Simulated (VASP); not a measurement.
# Ti (Fm-3m) in VASP: further runs

The runs below take Ti through single point, with PBE.

Program: VASP 6.6.1. These are calculated values, not measurements. Logs are shortened: lines on timing, memory, paths and dates and some standing lists are left out, and cuts for length are marked.

## (1) The cell of the first run

Symmetry: Fm-3m, No. 225, cubic system. Conventional cell: a = 4.113 Å, b = 4.113 Å, c = 4.113 Å, α = 90.00°, β = 90.00°, γ = 90.00°. Ti (site symmetry m-3m) has 12 Ti at 2.91 Å within 3.8 Å.

This isn't the form of Ti at room conditions, which is hcp.

## (2) Single point, PBE

INCAR

```
SYSTEM = Ti
PREC = Accurate
ENCUT = 500
EDIFF = 1E-6
ISMEAR = 1
SIGMA = 0.02
LREAL = .False.
LASPH = .True.
NELM = 120
ALGO = Normal
ISIF = 2
LWAVE = .False.
LCHARG = .True.
GGA = PE
LELF = .True.
LVHAR = .True.
NBANDS = 12
GGA_COMPAT = .False.
```

KPOINTS

```
regular mesh
0
Gamma
  10 10 10
  0 0 0
```

POSCAR

```
Ti
1.0
    0.0000000000      2.0567135898      2.0567135898
    2.0567135898      0.0000000000      2.0567135898
    2.0567135898      2.0567135898      0.0000000000
Ti
1
Direct
    0.0000000000      0.0000000000      0.0000000000
```

Potentials or basis: VASP PAW PBE potentials, release 64 (Ti_sv).

On the command line:

```console
> cat potpaw_PBE.64/Ti_sv/POTCAR > POTCAR
> mpirun -np 1 vasp_std > vasp.out
```

OUTCAR:

```text
SYSTEM = Ti
   PREC = Accurate
   ENCUT = 500
   EDIFF = 1E-6
   ISMEAR = 1
   LREAL = .False.
   LASPH = .True.
   NELM = 120
   ISIF = 2
   GGA = PE

 ion  position               nearest neighbor table
   1  0.000  0.000  0.000-

  LATTYP: Found a face centered cubic cell.
 ALAT       =     4.1134271796

  Lattice vectors:

 A1 = (   0.0000000000,   2.0567135898,   2.0567135898)
 A2 = (   2.0567135898,   0.0000000000,   2.0567135898)
 A3 = (   2.0567135898,   2.0567135898,   0.0000000000)

Analysis of symmetry for initial positions (statically):
=====================================================================
 Subroutine PRICEL returns:
 Original cell was already a primitive cell.

 Routine SETGRP: Setting up the symmetry group for a
 face centered cubic supercell.

 Subroutine GETGRP returns: Found 48 space group operations
 (whereof 48 operations were pure point group operations)
 out of a pool of 48 trial point group operations.

The static configuration has the point symmetry O_h .

Analysis of symmetry for dynamics (positions and initial velocities):
=====================================================================
 Subroutine PRICEL returns:
 Original cell was already a primitive cell.

 Routine SETGRP: Setting up the symmetry group for a
 face centered cubic supercell.

 Subroutine GETGRP returns: Found 48 space group operations
 (whereof 48 operations were pure point group operations)
 out of a pool of 48 trial point group operations.

The dynamic configuration has the point symmetry O_h .

 Subroutine INISYM returns: Found 48 space group operations
 (whereof 48 operations are pure point group operations),
 and found     1 'primitive' translations

----------------------------------------------------------------------------------------

                                     Primitive cell

  volume of cell :      17.4001

  direct lattice vectors                    reciprocal lattice vectors
     0.000000000  2.056713590  2.056713590    -0.243106285  0.243106285  0.243106285
     2.056713590  0.000000000  2.056713590     0.243106285 -0.243106285  0.243106285
     2.056713590  2.056713590  0.000000000     0.243106285  0.243106285 -0.243106285

  length of vectors
     2.908632253  2.908632253  2.908632253     0.421072437  0.421072437  0.421072437

  position of ions in fractional coordinates (direct lattice)
     0.000000000  0.000000000  0.000000000

  ion indices of the primitive-cell ions
   primitive index   ion index
                 1           1

[... 83 lines left out ...]
   NUPDOWN=      -1.0000    fix difference up-down
   EMIN   =  10.00;   EMAX   =-10.00  energy-range for DOS
   EFERMI =   0.00;   METHOD = LEGACY
   ISMEAR =     1;   SIGMA  =   0.02  broadening in eV -4-tet -1-fermi 0-gaus
   EFERMI_NEDOS =   21; number of points for ismear=-14 and -15
   IALGO  =     38    algorithm
   IMIX   =      4    mixing-type and parameters
     AMIX     =   0.40;   BMIX     =  1.00
     AMIX_MAG =   1.60;   BMIX_MAG =  1.00
  volume/ion in A,a.u.               =      17.40       117.42
  Fermi-wavevector in a.u.,A,eV,Ry     =   1.446388  2.733277 28.463902  2.092038
  Thomas-Fermi vector in A             =   2.564462
   LORBIT       =      0    0 simple, 1 ext, 2 COOP (PROOUT), +10 PAW based schemes
   GGA     = PE    functional components
   LHFCALC =     F    Hartree Fock is set to
   AEXX    =    0.0000 exact exchange contribution
   IVDW    =     0    specifies the selected vdW correction
   LEPSILON=     F    determine dielectric tensor
   LRPA    =     F    only Hartree local field effects (RPA)
 non-spin polarized calculation
 Methfessel and Paxton  Order N= 1 SIGMA  =   0.02
  energy-cutoff  :      500.00
  volume of cell :       17.40
 maximum number of plane-waves:       459
 NGX is ok and might be reduce to    24
   NGX = 11   NGY = 11   NGZ = 11

 number of electron      12.0000002 magnetization

 Free energy of the ion-electron system (eV)
  ---------------------------------------------------
  ext. energy  EPLUGINS =         0.00000000
  ---------------------------------------------------
  free energy    TOTEN  =        -7.77795191 eV

  energy without entropy =       -7.77790482  energy(sigma->0) =       -7.77793622

 E-fermi :   8.2266     XC(G=0): -11.4859

 val. band max:        8.1965230208   @ k =   0.3000   0.0000   0.0000
 cond. band min:       8.2268985872   @ k =  -0.2000   0.1000   0.0000
 fundamental gap:      0.0303755664
 Fermi energy:         8.2266156325

 k-point     1 :       0.0000    0.0000    0.0000
  band No.  band energies     occupation
      1     -48.4808      2.00000
      2     -24.3436      2.00000
      3     -24.3436      2.00000
      4     -24.3436      2.00000
      5       2.1091      2.00000
      6       9.0955      0.00000
      7       9.0955      0.00000
      8       9.0955      0.00000
      9      10.7255      0.00000
     10      10.7255      0.00000
     11      23.4405      0.00000
     12      27.9014      0.00000
[... 331 lines left out ...]
 k-point    24 :       0.4000    0.3000    0.0000
  band No.  band energies     occupation
      1     -48.3519      2.00000
      2     -24.8479      2.00000
      3     -24.5444      2.00000
      4     -24.5231      2.00000
      5       5.6419      2.00000
      6       7.0332      2.00000
      7       9.1716      0.00000
      8      10.8305      0.00000
      9      11.6092      0.00000
     10      11.7323      0.00000
     11      20.4411      0.00000
     12      21.6180      0.00000

 [... further k-points ...]

------------------------ aborting loop because EDIFF is reached ----------------------------------------

  FORCE on cell =-STRESS in cart. coord.  units (eV):
  Direction    XX          YY          ZZ          XY          YZ          ZX
  --------------------------------------------------------------------------------------
  -------------------------------------------------------------------------------------
  Total       -0.0886280     -0.0886280     -0.0886280      0.0000000      0.0000000     -0.0000000
  in kB       -8.1607468     -8.1607468     -8.1607468      0.0000000      0.0000000     -0.0000000
  external PRESSURE =      -8.1607468 kB  Pullay stress =       0.0000000 kB

 VOLUME and BASIS-vectors are now :
 -----------------------------------------------------------------------------
  energy-cutoff  :      500.00
  volume of cell :       17.40
      direct lattice vectors                 reciprocal lattice vectors
     0.000000000  2.056713590  2.056713590    -0.243106285  0.243106285  0.243106285
     2.056713590  0.000000000  2.056713590     0.243106285 -0.243106285  0.243106285
     2.056713590  2.056713590  0.000000000     0.243106285  0.243106285 -0.243106285

 POSITION                                       TOTAL-FORCE (eV/Angst)
 -----------------------------------------------------------------------------------
      0.00000      0.00000      0.00000         0.000000     -0.000000     -0.000000
 -----------------------------------------------------------------------------------
    total drift:                                0.000000      0.000000     -0.000000

  FREE ENERGIE OF THE ION-ELECTRON SYSTEM (eV)
  ---------------------------------------------------
  free  energy   TOTEN  =        -7.7779519125 eV

  energy  without entropy=       -7.7779048230  energy(sigma->0) =       -7.77793622
```

OSZICAR:

```text
N       E                     dE             d eps       ncg     rms          rms(c)
DAV:   1     0.850337948780E+02    0.85034E+02   -0.63592E+03  1136   0.117E+03
DAV:   2    -0.444861144297E+01   -0.89482E+02   -0.87065E+02  1144   0.291E+02
DAV:   3    -0.870850764386E+01   -0.42599E+01   -0.41994E+01  1588   0.645E+01
DAV:   4    -0.879803789978E+01   -0.89530E-01   -0.89402E-01  1252   0.826E+00
DAV:   5    -0.880014488434E+01   -0.21070E-02   -0.21070E-02  1376   0.114E+00    0.830E+00
DAV:   6    -0.778073009129E+01    0.10194E+01   -0.20781E+00  1224   0.215E+01    0.218E+00
DAV:   7    -0.776776526007E+01    0.12965E-01   -0.10494E-01  1368   0.383E+00    0.132E+00
DAV:   8    -0.777925007005E+01   -0.11485E-01   -0.48157E-02  1204   0.326E+00    0.406E-01
DAV:   9    -0.777795776897E+01    0.12923E-02   -0.11154E-02  1388   0.140E+00    0.826E-02
DAV:  10    -0.777798941385E+01   -0.31645E-04   -0.37011E-04  1216   0.218E-01    0.415E-02
DAV:  11    -0.777795761470E+01    0.31799E-04   -0.54991E-05  1364   0.704E-02    0.106E-02
DAV:  12    -0.777795120864E+01    0.64061E-05   -0.64011E-06  1240   0.281E-02    0.248E-03
DAV:  13    -0.777795191248E+01   -0.70385E-06   -0.51269E-07   956   0.604E-03
   1 F= -.77779519E+01 E0= -.77779362E+01  d E =-.470895E-04
```

Run time: 9 s. Hardware: 1 thread of Intel Xeon Platinum 8375C at 2.90GHz (Ice Lake), shared host; peak memory 0.14 GiB.

Results:

| Quantity | Value |
| --- | --- |
| Free energy | -7.7780 eV |
| Pressure | -0.8 GPa |
| Band gap on the k mesh | zero (bands 6 and 7 overlap by 1.14 eV) |

## (3) Single point, PBE

This run uses another cell than the first one, of 17.73 Å³/atom.

INCAR

```
ALGO = Normal
EDIFF = 1E-6
ENCUT = 500
GGA = PE
GGA_COMPAT = False
ISIF = 2
ISMEAR = 1
LASPH = True
LCHARG = True
LELF = True
LREAL = False
LVHAR = True
LWAVE = False
NBANDS = 12
NELM = 120
PREC = Accurate
SIGMA = 0.02
```

KPOINTS

```
k-points
0
Gamma
  10 10 10
```

POSCAR

```
Ti
1.0
    0.0000000000      2.0698140295      2.0698140295
    2.0698140295      0.0000000000      2.0698140295
    2.0698140295      2.0698140295      0.0000000000
Ti
1
Direct
    0.0000000000      0.0000000000      0.0000000000
```

Potentials or basis: VASP PAW PBE potentials, release 64 (Ti_sv).

On the command line:

```console
> cat potpaw_PBE.64/Ti_sv/POTCAR > POTCAR
> mpirun -np 1 vasp_std > vasp.out
```

OUTCAR:

```text
EDIFF = 1E-6
   ENCUT = 500
   GGA = PE
   ISIF = 2
   ISMEAR = 1
   LASPH = True
   LREAL = False
   NELM = 120
   PREC = Accurate

 ion  position               nearest neighbor table
   1  0.000  0.000  0.000-

  LATTYP: Found a face centered cubic cell.
 ALAT       =     4.1396280590

  Lattice vectors:

 A1 = (   0.0000000000,   2.0698140295,   2.0698140295)
 A2 = (   2.0698140295,   0.0000000000,   2.0698140295)
 A3 = (   2.0698140295,   2.0698140295,   0.0000000000)

Analysis of symmetry for initial positions (statically):
=====================================================================
 Subroutine PRICEL returns:
 Original cell was already a primitive cell.

 Routine SETGRP: Setting up the symmetry group for a
 face centered cubic supercell.

 Subroutine GETGRP returns: Found 48 space group operations
 (whereof 48 operations were pure point group operations)
 out of a pool of 48 trial point group operations.

The static configuration has the point symmetry O_h .

Analysis of symmetry for dynamics (positions and initial velocities):
=====================================================================
 Subroutine PRICEL returns:
 Original cell was already a primitive cell.

 Routine SETGRP: Setting up the symmetry group for a
 face centered cubic supercell.

 Subroutine GETGRP returns: Found 48 space group operations
 (whereof 48 operations were pure point group operations)
 out of a pool of 48 trial point group operations.

The dynamic configuration has the point symmetry O_h .

 Subroutine INISYM returns: Found 48 space group operations
 (whereof 48 operations are pure point group operations),
 and found     1 'primitive' translations

----------------------------------------------------------------------------------------

                                     Primitive cell

  volume of cell :      17.7347

  direct lattice vectors                    reciprocal lattice vectors
[... 113 lines left out ...]
   IVDW    =     0    specifies the selected vdW correction
   LEPSILON=     F    determine dielectric tensor
   LRPA    =     F    only Hartree local field effects (RPA)
 non-spin polarized calculation
 Methfessel and Paxton  Order N= 1 SIGMA  =   0.02
  energy-cutoff  :      500.00
  volume of cell :       17.73
 maximum number of plane-waves:       464
 NGX is ok and might be reduce to    24
   NGX = 11   NGY = 11   NGZ = 11

 number of electron      11.9999999 magnetization

 Free energy of the ion-electron system (eV)
  ---------------------------------------------------
  ext. energy  EPLUGINS =         0.00000000
  ---------------------------------------------------
  free energy    TOTEN  =        -7.77430986 eV

  energy without entropy =       -7.77420469  energy(sigma->0) =       -7.77427480

 E-fermi :   8.0301     XC(G=0): -11.3968

 val. band max:        7.9952866475   @ k =   0.3000   0.0000   0.0000
 cond. band min:       8.0331779106   @ k =  -0.2000   0.1000   0.0000
 fundamental gap:      0.0378912631
 Fermi energy:         8.0300890698

 k-point     1 :       0.0000    0.0000    0.0000
  band No.  band energies     occupation
      1     -48.7150      2.00000
      2     -24.5989      2.00000
      3     -24.5989      2.00000
      4     -24.5989      2.00000
      5       1.9553      2.00000
      6       8.8821      0.00000
      7       8.8821      0.00000
      8       8.8821      0.00000
      9      10.4701      0.00000
     10      10.4701      0.00000
     11      23.1336      0.00000
     12      27.5022      0.00000
[... 331 lines left out ...]
 k-point    24 :       0.4000    0.3000    0.0000
  band No.  band energies     occupation
      1     -48.5958      2.00000
      2     -25.0725      2.00000
      3     -24.7878      2.00000
      4     -24.7679      2.00000
      5       5.4740      2.00000
      6       6.8700      2.00000
      7       8.9399      0.00000
      8      10.5727      0.00000
      9      11.3279      0.00000
     10      11.4496      0.00000
     11      20.0403      0.00000
     12      21.2010      0.00000

 [... further k-points ...]

------------------------ aborting loop because EDIFF is reached ----------------------------------------

  FORCE on cell =-STRESS in cart. coord.  units (eV):
  Direction    XX          YY          ZZ          XY          YZ          ZX
  --------------------------------------------------------------------------------------
  -------------------------------------------------------------------------------------
  Total       -0.3087882     -0.3087882     -0.3087882      0.0000000      0.0000000      0.0000000
  in kB      -27.8963429    -27.8963429    -27.8963429      0.0000000      0.0000000      0.0000000
  external PRESSURE =     -27.8963429 kB  Pullay stress =       0.0000000 kB

 VOLUME and BASIS-vectors are now :
 -----------------------------------------------------------------------------
  energy-cutoff  :      500.00
  volume of cell :       17.73
      direct lattice vectors                 reciprocal lattice vectors
     0.000000000  2.069814029  2.069814029    -0.241567596  0.241567596  0.241567596
     2.069814029  0.000000000  2.069814029     0.241567596 -0.241567596  0.241567596
     2.069814029  2.069814029  0.000000000     0.241567596  0.241567596 -0.241567596

 POSITION                                       TOTAL-FORCE (eV/Angst)
 -----------------------------------------------------------------------------------
      0.00000      0.00000      0.00000         0.000000      0.000000     -0.000000
 -----------------------------------------------------------------------------------
    total drift:                                0.000000      0.000000      0.000000

  FREE ENERGIE OF THE ION-ELECTRON SYSTEM (eV)
  ---------------------------------------------------
  free  energy   TOTEN  =        -7.7743098594 eV

  energy  without entropy=       -7.7742046887  energy(sigma->0) =       -7.77427480
```

Wall time 9.1 s (1 thread of Intel Xeon Platinum 8375C at 2.90GHz (Ice Lake), shared host); peak memory 0.14 GiB.

What came out:

```yaml
Free_energy: -7.7743 eV
Pressure: -2.8 GPa
Band_gap_on_the_k_mesh: zero (bands 6 and 7 overlap by 1.13 eV)
```
